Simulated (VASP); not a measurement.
Wanted: the native input for a VASP 6.6.1 run.

- Task: single point
- Functional: PBE
- Dispersion: D3(BJ)
- Potentials or basis: VASP PAW PBE potentials, release 64 (Al)
- Cutoff: 520 eV
- k mesh: 26 × 26 × 26
- Occupations: gaussian, width 0.15 eV
- Spin: no spin polarisation
- Dipole correction: no
- Further INCAR settings: ALGO = Fast; EDIFF = 1e-06; NBANDS = 8

The structure of Al lies in POSCAR:

```
Al
1.0
    0.0000000000      1.9117083162      2.1506718558
    1.9117083162      0.0000000000      2.1506718558
    1.9117083162      1.9117083162      0.0000000000
Al
1
Direct
    0.0000000000      0.0000000000      0.0000000000
```

This cell differs from its parent crystal: strain -0.040 along x and y, +0.080 along z.

These files were run (other wordings do the same):

INCAR

```
PREC = Accurate
ENCUT = 520
EDIFF = 1E-6
ISMEAR = 0
SIGMA = 0.15
LREAL = False
LASPH = True
NELM = 60
ALGO = Fast
ISIF = 2
LWAVE = False
LCHARG = False
GGA = PE
IVDW = 12
NBANDS = 8
```

KPOINTS

```
Automatic mesh
0
Gamma
  26 26 26
```

Potentials or basis: VASP PAW PBE potentials, release 64 (Al).

The run is started by

```sh
$ cat potpaw_PBE.64/Al/POTCAR > POTCAR
$ mpirun -np 1 vasp_std > vasp.out
```

Results of the run:

```yaml
Pressure: 1.6 GPa
Dispersion_energy_per_atom: -0.354 eV
```

Caveat: the cell differs from its parent crystal (strain -0.040 along x and y, +0.080 along z); pairwise dispersion overbinds metals, which lowers pressure and volume.

Run time: 78 s on 1 thread of AMD EPYC 9R45 96-Core Processor (Zen 5), on a shared host, peak memory 0.23 GiB.
